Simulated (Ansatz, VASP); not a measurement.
One calculation of N, two programs

```
N
1.0
     3.74206    0.00000    0.00000
     0.00000    3.74206    0.00000
     0.00000    0.00000    6.36772
N
4
Direct
  0.90428 0.90428 0.00000
  0.59572 0.40428 0.50000
  0.09572 0.09572 0.00000
  0.40428 0.59572 0.50000
```

Alike in both runs: task single point; functional PBEsol; k mesh 6 × 6 × 6; occupations gaussian, width 0.05 eV; no spin polarisation.

```csv
,VASP,Ansatz
version,VASP 6.6.1,Ansatz 0.2.0
potentials or method,"VASP PAW PBE potentials, release 64 (N), cutoff 520 eV","scalar-relativistic, plane waves, PAW"
valence electrons in the cell,20,20
```

VASP gave:

| Item | Value |
| --- | --- |
| gap on the k mesh at the Fermi level (eV) | 7.76 |
| least direct gap on the mesh (eV) | 8.51 |
| pressure (GPa) | 26.4 |
| traceless stress, the component that is largest in VASP (GPa) | -26.87 |
| rms of the force components (eV/Å) | 12.644 |

Question: Which values does Ansatz return?

Answer: gap on the k mesh at the Fermi level (eV): 7.83; least direct gap on the mesh (eV): 8.58; pressure (GPa): 21.1; traceless stress, the component that is largest in VASP (GPa): -21.04; rms of the force components (eV/Å): 9.803.

VASP's potentials were made for PBE, not for PBEsol. Atom by atom the forces differ by 2.841 eV/Å (rms over components). With one functional, cell and mesh, what is left measures potentials, basis and numerics.

Noted on VASP's run: the standard files for N, O and F lose accuracy on very short bonds.
